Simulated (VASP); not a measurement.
# Ta2SiO2 (P-3m1) in VASP: single point with PBE

Aim: the single point of Ta2SiO2 with PBE.

All numbers are computed with VASP 6.6.1; they aren't measurements. Logs are shortened: lines on timing, memory, paths and dates and some standing lists are left out, and cuts for length are marked.

## (1) The cell of the first run

Symmetry: P-3m1, No. 164, trigonal system. Conventional cell: a = 2.921 Å, b = 2.921 Å, c = 9.684 Å, α = 90.00°, β = 90.00°, γ = 120.00°. Ta (site symmetry 3m) has 3 O at 2.12 Å within 2.8 Å. Within 3.8 Å of Si (site symmetry -3m) lie 6 O at 2.88 Å and 6 Si at 2.92 Å. O (site symmetry 3m) has 3 Ta at 2.12 Å and 3 Si at 2.88 Å and 6 O at 2.92 Å within 3.0 Å.

## (2) Single point, PBE

The input, INCAR:

```
PREC = Accurate
ENCUT = 700
EDIFF = 1E-6
ISMEAR = 0
SIGMA = 0.1
LREAL = False
LASPH = True
NELM = 120
ALGO = Normal
ISIF = 2
LWAVE = False
LCHARG = False
GGA = PE
NBANDS = 29
GGA_COMPAT = False
```

The input, KPOINTS:

```
Automatic mesh
0
Gamma
  6 6 4
```

The input, POSCAR:

```
Ta2SiO2
1.0
    2.9207084968      0.0000000000      0.0000000000
   -1.4603542484      2.5294077553      0.0000000000
    0.0000000000      0.0000000000      9.6836454759
Ta Si O
2 1 2
Direct
    0.6666666667      0.3333333333      0.6272995054
    0.3333333333      0.6666666667      0.3727004946
    0.0000000000      0.0000000000      0.0000000000
    0.3333333333      0.6666666667      0.7593873970
    0.6666666667      0.3333333333      0.2406126030
```

Potentials or basis: VASP PAW PBE potentials, release 64 (Ta_sv_GW, Si, O).

Command:

```sh
cat potpaw_PBE.64/Ta_sv_GW/POTCAR potpaw_PBE.64/Si/POTCAR potpaw_PBE.64/O/POTCAR > POTCAR
mpirun -np 1 vasp_std > vasp.out
```

OUTCAR:

```text
PREC = Accurate
   ENCUT = 700
   EDIFF = 1E-6
   ISMEAR = 0
   LREAL = False
   LASPH = True
   NELM = 120
   ISIF = 2
   GGA = PE

 ion  position               nearest neighbor table
   1  0.667  0.333  0.627-   4 2.12   4 2.12   4 2.12   2 2.99   2 2.99   2 2.99
   2  0.333  0.667  0.373-   5 2.12   5 2.12   5 2.12   1 2.99   1 2.99   1 2.99
   3  0.000  0.000  0.000-
   4  0.333  0.667  0.759-   1 2.12   1 2.12   1 2.12
   5  0.667  0.333  0.241-   2 2.12   2 2.12   2 2.12

  LATTYP: Found a hexagonal cell.
 ALAT       =     2.9207084968
 C/A-ratio  =     3.3155124815

  Lattice vectors:

 A1 = (   2.9207084968,   0.0000000000,   0.0000000000)
 A2 = (  -1.4603542484,   2.5294077553,   0.0000000000)
 A3 = (   0.0000000000,   0.0000000000,   9.6836454759)

Analysis of symmetry for initial positions (statically):
=====================================================================
 Subroutine PRICEL returns:
 Original cell was already a primitive cell.

 Routine SETGRP: Setting up the symmetry group for a
 hexagonal supercell.

 Subroutine GETGRP returns: Found 12 space group operations
 (whereof 12 operations were pure point group operations)
 out of a pool of 24 trial point group operations.

The static configuration has the point symmetry D_3d.

Analysis of symmetry for dynamics (positions and initial velocities):
=====================================================================
 Subroutine PRICEL returns:
 Original cell was already a primitive cell.

 Routine SETGRP: Setting up the symmetry group for a
 hexagonal supercell.

 Subroutine GETGRP returns: Found 12 space group operations
 (whereof 12 operations were pure point group operations)
 out of a pool of 24 trial point group operations.

The dynamic configuration has the point symmetry D_3d.

 Subroutine INISYM returns: Found 12 space group operations
 (whereof 12 operations are pure point group operations),
 and found     1 'primitive' translations

----------------------------------------------------------------------------------------

                                     Primitive cell

  volume of cell :      71.5395

  direct lattice vectors                    reciprocal lattice vectors
     2.920708497  0.000000000  0.000000000     0.342382679  0.197674732  0.000000000
    -1.460354248  2.529407755  0.000000000     0.000000000  0.395349464  0.000000000
     0.000000000  0.000000000  9.683645476     0.000000000  0.000000000  0.103266895

[... 89 lines left out ...]
   LREAL  =      F    real-space projection
   EDIFFG = 0.1E-04   stopping-criterion for IOM
   NSW    =      0    number of steps for IOM
   IBRION =     -1    ionic relax: 0-MD 1-quasi-New 2-CG
   NFREE  =      0    steps in history (QN), initial steepest desc. (CG)
   ISIF   =      2    stress and relaxation
   ISYM   =      2    0-nonsym 1-usesym 2-fastsym
   POTIM  = 0.5000    time-step for ionic-motion
   TEBEG  =    0.0;   TEEND  =   0.0 temperature during run
   PSTRESS=    0.0 pullay stress
   NELECT =      42.0000    total number of electrons
   NUPDOWN=      -1.0000    fix difference up-down
   EMIN   =  10.00;   EMAX   =-10.00  energy-range for DOS
   EFERMI =   0.00;   METHOD = LEGACY
   ISMEAR =     0;   SIGMA  =   0.10  broadening in eV -4-tet -1-fermi 0-gaus
   EFERMI_NEDOS =   21; number of points for ismear=-14 and -15
   IALGO  =     38    algorithm
   IMIX   =      4    mixing-type and parameters
     AMIX     =   0.40;   BMIX     =  1.00
     AMIX_MAG =   1.60;   BMIX_MAG =  1.00
  volume/ion in A,a.u.               =      14.31        96.55
  Fermi-wavevector in a.u.,A,eV,Ry     =   1.370806  2.590447 25.566826  1.879109
  Thomas-Fermi vector in A             =   2.496559
   LORBIT       =      0    0 simple, 1 ext, 2 COOP (PROOUT), +10 PAW based schemes
   GGA     = PE    functional components
   LHFCALC =     F    Hartree Fock is set to
   AEXX    =    0.0000 exact exchange contribution
   IVDW    =     0    specifies the selected vdW correction
   LEPSILON=     F    determine dielectric tensor
   LRPA    =     F    only Hartree local field effects (RPA)
 non-spin polarized calculation
 Gauss-broadening in eV      SIGMA  =   0.10
  energy-cutoff  :      700.00
  volume of cell :       71.54
 maximum number of plane-waves:      3041
 NGX is ok and might be reduce to    28
   NGX = 13   NGY = 13   NGZ = 41

 number of electron      42.0000000 magnetization

 Free energy of the ion-electron system (eV)
  ---------------------------------------------------
  ext. energy  EPLUGINS =         0.00000000
  ---------------------------------------------------
  free energy    TOTEN  =       -49.41802548 eV

  energy without entropy =      -49.39996272  energy(sigma->0) =      -49.40899410

 E-fermi :   8.2496     XC(G=0): -11.6970

 val. band max:        8.2484661448   @ k =   0.0000   0.1667   0.2500
 cond. band min:       8.2658558090   @ k =   0.3333   0.0000   0.5000
 fundamental gap:      0.0173896643
 Fermi energy:         8.2496205896

 k-point     1 :       0.0000    0.0000    0.0000
  band No.  band energies     occupation
      1     -59.7919      2.00000
      2     -59.7497      2.00000
      3     -26.5573      2.00000
      4     -26.0648      2.00000
      5     -25.8113      2.00000
      6     -25.8113      2.00000
[... 757 lines left out ...]
     28      13.7190      0.00000
     29      13.8373      0.00000

------------------------ aborting loop because EDIFF is reached ----------------------------------------

  FORCE on cell =-STRESS in cart. coord.  units (eV):
  Direction    XX          YY          ZZ          XY          YZ          ZX
  --------------------------------------------------------------------------------------
  -------------------------------------------------------------------------------------
  Total        0.0394810      0.0394810      0.0287063      0.0000000     -0.0000000     -0.0000000
  in kB        0.8842051      0.8842051      0.6428975      0.0000000     -0.0000000     -0.0000000
  external PRESSURE =       0.8037693 kB  Pullay stress =       0.0000000 kB

 VOLUME and BASIS-vectors are now :
 -----------------------------------------------------------------------------
  energy-cutoff  :      700.00
  volume of cell :       71.54
      direct lattice vectors                 reciprocal lattice vectors
     2.920708497  0.000000000  0.000000000     0.342382679  0.197674732  0.000000000
    -1.460354248  2.529407755  0.000000000     0.000000000  0.395349464  0.000000000
     0.000000000  0.000000000  9.683645476     0.000000000  0.000000000  0.103266895

 POSITION                                       TOTAL-FORCE (eV/Angst)
 -----------------------------------------------------------------------------------
      1.46035      0.84314      6.07455        -0.000000      0.000000     -0.076691
     -0.00000      1.68627      3.60910         0.000000     -0.000000      0.076691
      0.00000      0.00000      0.00000        -0.000000      0.000000      0.000000
     -0.00000      1.68627      7.35364        -0.000000     -0.000000      0.070596
      1.46035      0.84314      2.33001        -0.000000      0.000000     -0.070596
 -----------------------------------------------------------------------------------
    total drift:                                0.000000     -0.000000     -0.000000

  FREE ENERGIE OF THE ION-ELECTRON SYSTEM (eV)
  ---------------------------------------------------
  free  energy   TOTEN  =       -49.4180254841 eV

  energy  without entropy=      -49.3999627201  energy(sigma->0) =      -49.40899410
```

OSZICAR:

```text
N       E                     dE             d eps       ncg     rms          rms(c)
DAV:   1     0.415220435197E+03    0.41522E+03   -0.29005E+04  1392   0.176E+03
DAV:   2    -0.240841242543E+02   -0.43930E+03   -0.42945E+03  1846   0.404E+02
DAV:   3    -0.547592492917E+02   -0.30675E+02   -0.30304E+02  1889   0.106E+02
DAV:   4    -0.553874567091E+02   -0.62821E+00   -0.62723E+00  1879   0.144E+01
[... 11 lines left out ...]
DAV:  16    -0.494180476375E+02   -0.35946E-04   -0.24780E-04  1705   0.662E-02    0.188E-01
DAV:  17    -0.494180283284E+02    0.19309E-04   -0.16406E-04  1751   0.555E-02    0.403E-01
DAV:  18    -0.494180277590E+02    0.56943E-06   -0.19907E-05  1461   0.199E-02    0.147E-01
DAV:  19    -0.494180255125E+02    0.22465E-05   -0.14476E-05  1521   0.221E-02    0.838E-02
DAV:  20    -0.494180254841E+02    0.28343E-07   -0.13771E-06  1092   0.720E-03
   1 F= -.49418025E+02 E0= -.49408994E+02  d E =-.180628E-01
```

Run time: 2.7 min. Hardware: 1 thread of AMD EPYC 7R43 (Zen 3), shared host; peak memory 0.24 GiB.

Results:

```yaml
Free_energy: -49.4180 eV
Pressure: 0.1 GPa
Largest_force: 0.077 eV/Å
Band_gap_on_the_k_mesh: zero (bands 21 and 22 overlap by 2.39 eV)
```

Forces on the atoms (eV/Å):
```
Ta   0.000  0.000 -0.077
Ta   0.000  0.000  0.077
Si   0.000  0.000  0.000
O    0.000  0.000  0.071
O    0.000  0.000 -0.071
```

Levels at points of the mesh, in eV from the Fermi level:
```tsv
k point	band 17	band 18	band 19	band 20	band 21	band 22	band 23	band 24	band 25	band 26
(0.00, 0.00, 0.00)	-4.23	-2.94	-2.17	0.73	1.06	1.06	1.26	1.69	1.69	4.65
(0.50, 0.00, 0.00)	-4.37	-2.93	-2.43	-1.49	-1.23	0.39	2.57	2.81	4.70	4.74
(0.00, 0.00, 0.50)	-4.23	-3.84	-0.59	-0.41	1.06	1.06	1.56	1.69	1.69	4.61
(0.50, 0.00, 0.50)	-4.38	-3.14	-2.46	-1.34	-1.06	0.39	2.49	2.84	4.39	4.67
```

Caveat: the k points lie up to 0.41 Å⁻¹ apart, too coarse for converged energies and pressures of a metal; spin-orbit coupling is left out, which moves the levels of the heavy elements.
